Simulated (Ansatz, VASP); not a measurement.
# One calculation of Si2Bi2S, two programs

```xyz
5
Lattice="4.2270 0.0000 0.0000 -2.1135 3.6607 0.0000 0.0000 0.0000 10.1730" Properties=species:S:1:pos:R:3 pbc="T T T"
Si    0.0000    0.0000    2.1253
Si    0.0000    0.0000    8.0477
Bi    0.0000    2.4405    6.8153
Bi    2.1135    1.2202    3.3578
S     0.0000    0.0000    0.0000
```

Alike in both runs: functional PBE; k mesh 12 × 12 × 4; occupations gaussian, width 0.1 eV; no spin polarisation.

Ansatz relaxed the structure, and its values are those at the end. VASP's run is a single point on that final structure, the one shown.

```csv
,VASP,Ansatz
version,VASP 6.6.1,Ansatz 0.2.0
potentials or method,"VASP PAW PBE potentials, release 64 (Si, Bi_d, S), cutoff 520 eV","scalar-relativistic, plane waves, PAW"
valence electrons in the cell,44,44
```

|  | VASP | Ansatz | Ansatz less VASP |
| --- | --- | --- | --- |
| gap on the k mesh at the Fermi level (eV) | none | none | - |
| pressure (GPa) | -0.1 | 0.0 | +0.08 |
| rms of the force components (eV/Å) | 0.016 | 0.003 | -0.0124 |

A gap of «none» marks a metal or a gap that the smearing closes. The functional is the same, so the differences come from potentials, cutoffs and numerics.

Neither program's run includes spin-orbit coupling.
